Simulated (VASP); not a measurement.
# Ag7Sn5 in VASP: single point with PBE

Aim: the single point of Ag7Sn5 with PBE.

Everything below comes from runs of VASP 6.6.1. Logs are shortened: lines on timing, memory, paths and dates and some standing lists are left out, and cuts for length are marked.

**1. The cell of the first run**

The cell holds a disordered packing, 24 atoms: a = 8.521 Å, b = 8.772 Å, c = 7.249 Å, α = 97.98°, β = 98.56°, γ = 85.26°.

**2. Single point, PBE**

INCAR reads:

```
  ALGO = Fast
  EDIFF = 1E-6
  ENCUT = 520
  GGA = PE
  ISIF = 2
  ISMEAR = 0
  ISYM = 0
  LASPH = T
  LCHARG = T
  LELF = T
  LREAL = Auto
  LVHAR = T
  LWAVE = F
  NBANDS = 165
  NELM = 80
  PREC = Accurate
  SIGMA = 0.1
```

KPOINTS reads:

```
Automatic mesh
0
Gamma
  2 2 2
  0.5 0.5 0.5
```

POSCAR reads:

```
Ag7Sn5
1.0
    8.4942701312      0.3277801473     -0.5833703141
    0.3548407176      8.7494608428     -0.5149701377
   -0.5664432726     -0.5623951762      7.2052192260
Ag Sn
14 10
Direct
    1.0083924723      0.6925796970      0.9214627129
    0.7617364078      0.6627923306      0.1524232837
    0.7233247444      0.8916240400      0.4692003759
    0.1165081178      1.0738081007      0.0655849155
    0.3724778842      0.8847763676      0.5119383643
    0.2936733765      0.6405340956      0.7129283020
    0.4584426132      0.0825470112      0.2633120970
    0.0523666198      0.8278663791      0.3014826690
    0.7633111628      0.4635799479      0.7952088483
    0.7783794348      0.0061456649      0.1360327410
    0.5630122142      0.5971162374      0.4302909208
    0.8925989847      0.3375602858      0.1420172955
    0.0991666628      0.3508122548      0.8245839750
    0.0817358999      0.9086211855      0.6924697930
    0.4993501630      0.4348296382      1.0179333920
    0.8218856186      0.1171410918      0.7945304731
    0.1816441244      0.5045689638      0.2137447163
    0.3794822812      0.3445214837      0.5428541203
    0.3835986689      0.0980411483      0.8618950348
    0.0825224186      0.1515119668      0.4596401165
    0.9375034682      0.5944756061      0.5209510483
    0.3473266233      0.7899002969      0.0946076148
    0.7168957387      0.2667036461      0.4303753097
    0.6312106970      0.7950121420      0.8123815096
```

Potentials or basis: VASP PAW PBE potentials, release 64 (Ag, Sn_d).

The run is started by

```sh
$ cat potpaw_PBE.64/Ag/POTCAR potpaw_PBE.64/Sn_d/POTCAR > POTCAR
$ mpirun -np 1 vasp_std > vasp.out
```

OUTCAR:

```text
EDIFF = 1E-6
   ENCUT = 520
   GGA = PE
   ISIF = 2
   ISMEAR = 0
   ISYM = 0
   LASPH = T
   LREAL = Auto
   NELM = 80
   PREC = Accurate

 ion  position               nearest neighbor table
   1  0.008  0.693  0.921-   8 2.83  14 2.85  21 2.90   2 2.92   9 2.97  17 3.00   6 3.02  13 3.05
                            22 3.11  24 3.27   4 3.52  10 3.56
   2  0.762  0.663  0.152-   3 2.87  24 2.90   9 2.92   1 2.92  11 2.96   8 2.96  12 2.97  21 2.97
                            10 3.05  15 3.08  22 3.60
   3  0.723  0.892  0.469-  10 2.86   2 2.87  16 2.93  24 2.97  11 2.98   7 3.03   5 3.06  21 3.09
                             8 3.20  14 3.24  23 3.34
   4  0.117  0.074  0.066-  14 2.87  20 2.90  12 2.92  19 2.93  16 2.98   7 3.05  22 3.05   8 3.06
                            10 3.12  13 3.17   1 3.52
   5  0.372  0.885  0.512-   7 2.88  11 2.92   6 2.93  19 2.93  14 2.95   8 2.96  24 3.00  22 3.00
                             3 3.06  20 3.28
   6  0.294  0.641  0.713-  18 2.80  14 2.85  22 2.88   5 2.93   1 3.02  21 3.18  24 3.22  15 3.26
                            11 3.26  13 3.40  17 3.66
   7  0.458  0.083  0.263-  22 2.86  23 2.86   5 2.88  19 2.90  18 2.95  10 3.00   3 3.03   4 3.05
                            20 3.67
   8  0.052  0.828  0.301-  14 2.80   1 2.83  10 2.90  20 2.93   2 2.96   5 2.96  17 2.98   4 3.06
                            21 3.06  22 3.09   3 3.20
   9  0.763  0.464  0.795-  12 2.92   2 2.92  13 2.94  23 2.94   1 2.97  15 3.00  24 3.02  16 3.04
[... 11 lines left out ...]
  15  0.499  0.435  0.018-   9 3.00   2 3.08  11 3.12  19 3.19  17 3.22   6 3.26  22 3.28  12 3.41
                            18 3.44  13 3.58  23 3.70
  16  0.822  0.117  0.795-  10 2.87  14 2.87   3 2.93  12 2.97   4 2.98   9 3.04  23 3.09  13 3.22
                            24 3.40  20 3.58
  17  0.182  0.505  0.214-  12 2.91  13 2.96   8 2.98   1 3.00  18 3.14  15 3.22  21 3.24  22 3.25
                            11 3.50   6 3.66
  18  0.379  0.345  0.543-   6 2.80   7 2.95  11 3.08  20 3.10  23 3.10  17 3.14  13 3.36  19 3.37
                            15 3.44   9 3.66
  19  0.384  0.098  0.862-   7 2.90   4 2.93   5 2.93  13 3.15  14 3.18  15 3.19  24 3.27  18 3.37
                            22 3.44  20 3.64
  20  0.083  0.152  0.460-   4 2.90  14 2.90   8 2.93  13 2.95  18 3.10  12 3.18  23 3.18   5 3.28
                            10 3.43  16 3.58  19 3.64   7 3.67
  21  0.938  0.594  0.521-   1 2.90   2 2.97   9 3.04   8 3.06   3 3.09  14 3.13  11 3.16   6 3.18
                            17 3.24  12 3.30  13 3.35  23 3.50
  22  0.347  0.790  0.095-   7 2.86   6 2.88   5 3.00   4 3.05   8 3.09   1 3.11  17 3.25  15 3.28
                            11 3.38  24 3.40  19 3.44   2 3.60  14 3.63
  23  0.717  0.267  0.430-   7 2.86  12 2.91   9 2.94  10 2.97  11 3.08  16 3.09  18 3.10  20 3.18
                             3 3.34  21 3.50  15 3.70
  24  0.631  0.795  0.812-   2 2.90   3 2.97  10 2.97   5 3.00   9 3.02  11 3.06   6 3.22  19 3.27
                             1 3.27  22 3.40  16 3.40

IMPORTANT INFORMATION: All symmetrisations will be switched off!
NOSYMM: (Re-)initialisation of all symmetry stuff for point group C_1.

[... 134 lines left out ...]
   IALGO  =     68    algorithm
   IMIX   =      4    mixing-type and parameters
     AMIX     =   0.40;   BMIX     =  1.00
     AMIX_MAG =   1.60;   BMIX_MAG =  1.00
  volume/ion in A,a.u.               =      22.06       148.89
  Fermi-wavevector in a.u.,A,eV,Ry     =   1.345542  2.542707 24.633137  1.810485
  Thomas-Fermi vector in A             =   2.473447
   LORBIT       =      0    0 simple, 1 ext, 2 COOP (PROOUT), +10 PAW based schemes
   GGA     = PE    functional components
   LHFCALC =     F    Hartree Fock is set to
   AEXX    =    0.0000 exact exchange contribution
   IVDW    =     0    specifies the selected vdW correction
   LEPSILON=     F    determine dielectric tensor
   LRPA    =     F    only Hartree local field effects (RPA)
 non-spin polarized calculation
 RMM-DIIS sequential band-by-band and
 Gauss-broadening in eV      SIGMA  =   0.10
  energy-cutoff  :      520.00
  volume of cell :      529.52
 maximum number of plane-waves:     14268
   NGX = 31   NGY = 33   NGZ = 27

 number of electron     293.9999998 magnetization

 Free energy of the ion-electron system (eV)
  ---------------------------------------------------
  ext. energy  EPLUGINS =         0.00000000
  ---------------------------------------------------
  free energy    TOTEN  =       -75.57354691 eV

  energy without entropy =      -75.55870807  energy(sigma->0) =      -75.56612749

 E-fermi :   7.9139     XC(G=0): -11.0121

 val. band max:        7.8190179150   @ k =  -0.2500   0.2500   0.2500
 cond. band min:       8.0142591948   @ k =  -0.2500   0.2500   0.2500
 fundamental gap:      0.1952412798
 Fermi energy:         7.9138619652

 k-point     1 :       0.2500    0.2500    0.2500
  band No.  band energies     occupation
      1     -13.8156      2.00000
      2     -13.7827      2.00000
      3     -13.7618      2.00000
      4     -13.7486      2.00000
      5     -13.7362      2.00000
      6     -13.7316      2.00000
[... 637 lines left out ...]
    158      10.0107      0.00000
    159      10.3000      0.00000
 [bands above 159 left out]

------------------------ aborting loop because EDIFF is reached ----------------------------------------

  FORCE on cell =-STRESS in cart. coord.  units (eV):
  Direction    XX          YY          ZZ          XY          YZ          ZX
  --------------------------------------------------------------------------------------
  -------------------------------------------------------------------------------------
  Total       -0.0404666      0.1518684     -0.3247832      0.4005884     -0.0795022     -0.2301473
  in kB       -0.1224414      0.4595136     -0.9827081      1.2120747     -0.2405526     -0.6963650
  external PRESSURE =      -0.2152119 kB  Pullay stress =       0.0000000 kB

 VOLUME and BASIS-vectors are now :
 -----------------------------------------------------------------------------
  energy-cutoff  :      520.00
  volume of cell :      529.52
      direct lattice vectors                 reciprocal lattice vectors
     8.494270131  0.327780147 -0.583370314     0.118508398 -0.004277493  0.008982744
     0.354840718  8.749460843 -0.514970138    -0.003840565  0.114958869  0.008671055
    -0.566443273 -0.562395176  7.205219226     0.009320536  0.007869993  0.140135306

 POSITION                                       TOTAL-FORCE (eV/Angst)
 -----------------------------------------------------------------------------------
     -0.20491      5.54422      6.27779         0.008164     -0.003543     -0.011873
      6.61924      5.96304      0.31255        -0.009847      0.010856     -0.001487
      6.19472      7.77445      2.49957         0.010151      0.000161      0.003011
      0.97869      0.64709      0.36658         0.000652     -0.004006     -0.001663
      3.18790      7.57550      3.01570        -0.002653      0.004970     -0.004355
      2.31800      5.29964      4.63563        -0.005411      0.003516      0.008218
[... 16 lines left out ...]
      5.94036      2.32646      2.54539        -0.015404      0.015065      0.020536
      5.18361      6.70595      5.07575         0.004930     -0.003115     -0.000026
 -----------------------------------------------------------------------------------
    total drift:                               -0.001477     -0.017087     -0.004214

  FREE ENERGIE OF THE ION-ELECTRON SYSTEM (eV)
  ---------------------------------------------------
  free  energy   TOTEN  =       -75.5735469133 eV

  energy  without entropy=      -75.5587080656  energy(sigma->0) =      -75.56612749
```

OSZICAR:

```text
N       E                     dE             d eps       ncg     rms          rms(c)
DAV:   1     0.455891183477E+04    0.45589E+04   -0.12408E+05  1360   0.252E+03
DAV:   2     0.802450712028E+03   -0.37565E+04   -0.36810E+04  1320   0.794E+02
DAV:   3     0.142344823388E+01   -0.80103E+03   -0.76581E+03  1335   0.268E+02
DAV:   4    -0.765775685155E+02   -0.78001E+02   -0.74907E+02  1480   0.894E+01
DAV:   5    -0.799904804415E+02   -0.34129E+01   -0.33569E+01  1448   0.172E+01    0.174E+01
RMM:   6    -0.757010172249E+02    0.42895E+01   -0.25785E+01  1434   0.125E+01    0.121E+01
RMM:   7    -0.756116051874E+02    0.89412E-01   -0.20272E+00  1878   0.396E+00    0.794E+00
RMM:   8    -0.755831515129E+02    0.28454E-01   -0.64968E-01  1750   0.266E+00    0.160E+00
RMM:   9    -0.755663825099E+02    0.16769E-01   -0.31394E-01  1791   0.155E+00    0.337E-01
RMM:  10    -0.755742679563E+02   -0.78854E-02   -0.90100E-02  2361   0.535E-01    0.257E-01
RMM:  11    -0.755735259242E+02    0.74203E-03   -0.57001E-03  1786   0.183E-01    0.121E-01
RMM:  12    -0.755735437353E+02   -0.17811E-04   -0.22952E-03  1571   0.119E-01    0.369E-02
RMM:  13    -0.755735461490E+02   -0.24137E-05   -0.43715E-04  1918   0.591E-02    0.132E-02
RMM:  14    -0.755735509310E+02   -0.47820E-05   -0.12893E-04  2388   0.288E-02    0.991E-03
RMM:  15    -0.755735471267E+02    0.38042E-05   -0.12597E-05  1655   0.949E-03    0.494E-03
RMM:  16    -0.755735469133E+02    0.21339E-06   -0.65099E-06  1615   0.626E-03
   1 F= -.75573547E+02 E0= -.75566127E+02  d E =-.148388E-01
```

stdout:

```text
POSCAR found type information on POSCAR AgSn
 POSCAR found :  2 types and      24 ions
 scaLAPACK will be used
 LDA part: xc-table for (Slater+PW92), standard interpolation
 POSCAR, INCAR and KPOINTS ok, starting setup
 FFT: planning ... GRIDC
 FFT: planning ... GRID_SOFT
 FFT: planning ... GRID
 WAVECAR not read
 entering main loop
```

Run time: 9.8 min. Hardware: 1 thread of Oxide Virtual Turin-like, shared host; peak memory 0.61 GiB.

What came out:

```
Free energy            : -75.5735 eV
Pressure               : 0.0 GPa
Largest force          : 0.037 eV/Å
Band gap on the k mesh : zero (bands 147 and 148 overlap by 0.30 eV)
```

Forces in eV/Å, atoms in the order of the input:
```
Ag   0.008 -0.004 -0.012
Ag  -0.010  0.011 -0.001
Ag   0.010  0.000  0.003
Ag   0.001 -0.004 -0.002
Ag  -0.003  0.005 -0.004
Ag  -0.005  0.004  0.008
Ag   0.000 -0.010  0.001
Ag  -0.001 -0.006 -0.013
Ag  -0.007  0.005  0.002
Ag  -0.004  0.013  0.014
Ag  -0.012 -0.005  0.003
Ag   0.004 -0.002  0.000
Ag   0.001  0.012 -0.006
Ag   0.004 -0.009  0.006
Sn   0.004 -0.005  0.000
Sn  -0.018 -0.001 -0.012
Sn   0.022 -0.014  0.027
Sn   0.013 -0.013  0.001
Sn  -0.012  0.028 -0.018
Sn   0.022 -0.003 -0.007
Sn  -0.001 -0.019 -0.006
Sn  -0.005  0.007 -0.005
Sn  -0.015  0.015  0.021
Sn   0.005 -0.003  0.000
```

Stress tensor (GPa, compression positive):
```
-0.01  0.12 -0.07
 0.12  0.05 -0.02
-0.07 -0.02 -0.10
```

Caveat: the k points lie up to 0.44 Å⁻¹ apart; the atoms stand as in a frame of molecular dynamics; spin-orbit coupling is left out, which moves the levels of the heavy elements.

The gap in the log of VASP goes by the Fermi energy; the results here count the filled bands.